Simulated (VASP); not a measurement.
Runs of VASP 6.6.1 on Si. The structure is that of space group P6_3/mmc (No. 194), or close to it. The cells are those of the table. This isn't the form of Si at room conditions, which is diamond.

```tsv
cell	gap on the mesh (eV)	pressure (GPa)
a = 2.666, b = 2.666, c = 4.394 Å, angles 90.0, 90.0, 120.0°, 2 atoms	none	2.1
a = 2.599, b = 2.599, c = 4.619 Å, angles 90.0, 90.0, 120.0°, 2 atoms	none	2.6
a = 2.532, b = 2.532, c = 4.506 Å, angles 90.0, 90.0, 120.0°, 2 atoms	none	12.0
a = 2.532, b = 2.532, c = 4.394 Å, angles 90.0, 90.0, 120.0°, 2 atoms	none	(b)
a = 2.599, b = 2.599, c = 4.281 Å, angles 90.0, 90.0, 120.0°, 2 atoms	none	(a)
a = 2.599, b = 2.599, c = 4.732 Å, angles 90.0, 90.0, 120.0°, 2 atoms	none	0.5
a = 2.599, b = 2.599, c = 4.394 Å, angles 90.0, 90.0, 120.0°, 2 atoms	none	8.0
a = 2.532, b = 2.532, c = 4.619 Å, angles 90.0, 90.0, 120.0°, 2 atoms	none	9.0
```

Alike in all rows: task single point; level LDA; potentials or basis VASP PAW LDA potentials, release 64 (Si); no spin polarisation; k mesh 24 × 24 × 10; cutoff (eV) 520; smearing gaussian 0.15 eV.

**Question.** Estimate the missing entries.

**Answer.** (a) 11.7; (b) 15.5.

Caveats: the cell stands under pressure (at least some runs).

A gap of «none» marks levels without a gap at the run's occupations.
